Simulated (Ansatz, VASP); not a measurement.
**Two plane-wave programs on B**

Contents of INCAR:

```
  PREC = Accurate
  ENCUT = 520
  EDIFF = 1E-6
  ISMEAR = -1
  SIGMA = 0.1
  LREAL = False
  LASPH = True
  NELM = 80
  ALGO = Normal
  ISIF = 2
  LWAVE = False
  LCHARG = False
  GGA = RP
  NBANDS = 10
```

KPOINTS

```
regular mesh
0
Gamma
  15 15 15
```

The input POSCAR:

```
B
1.0
    0.0000000000      2.0915715951      2.0915715951
    2.0915715951      0.0000000000      2.0915715951
    2.0915715951      2.0915715951      0.0000000000
B
2
Direct
    0.1250000000      0.1250000000      0.1250000000
    0.8750000000      0.8750000000      0.8750000000
```

Input for Ansatz:

```yaml
crystal:
  lattice:
    - [0.0, 2.0915715951, 2.0915715951]
    - [2.0915715951, 0.0, 2.0915715951]
    - [2.0915715951, 2.0915715951, 0.0]
  atoms:
    - { symbol: B, position: [0.125, 0.125, 0.125] }
    - { symbol: B, position: [0.875, 0.875, 0.875] }
hamiltonian:
  xc: rpbe
  pseudopotentials:
    kind: paw
    azcp:
      B: "pseudopotentials/B.paw.azcp"
basis:
  ecutwfc: 420
  fft_grid_basis: typed
kpoints:
  mp_grid: { grid: [15, 15, 15], shift: [0, 0, 0] }
magnetization:
  spin_polarized: false
scf:
  occupations: { method: fermi_dirac, width: 0.1 }
  lower_state_search: "off"
output:
  stress: true
```

Alike in both runs: task single point; functional RPBE; k mesh 15 × 15 × 15; occupations fermi-dirac, width 0.1 eV; no spin polarisation.

|  | VASP | Ansatz |
| --- | --- | --- |
| version | VASP 6.6.1 | Ansatz 0.2.0 |
| potentials or method | VASP PAW PBE potentials, release 64 (B), cutoff 520 eV | plane waves (420 eV) with PAW, scalar-relativistic |
| valence electrons in the cell | 6 | 6 |

Ansatz gave:

* pressure (GPa): -11.4

Question: Estimate VASP's values.

Answer: Pressure (GPa): -11.5.

VASP's potentials were made for PBE, not for RPBE.
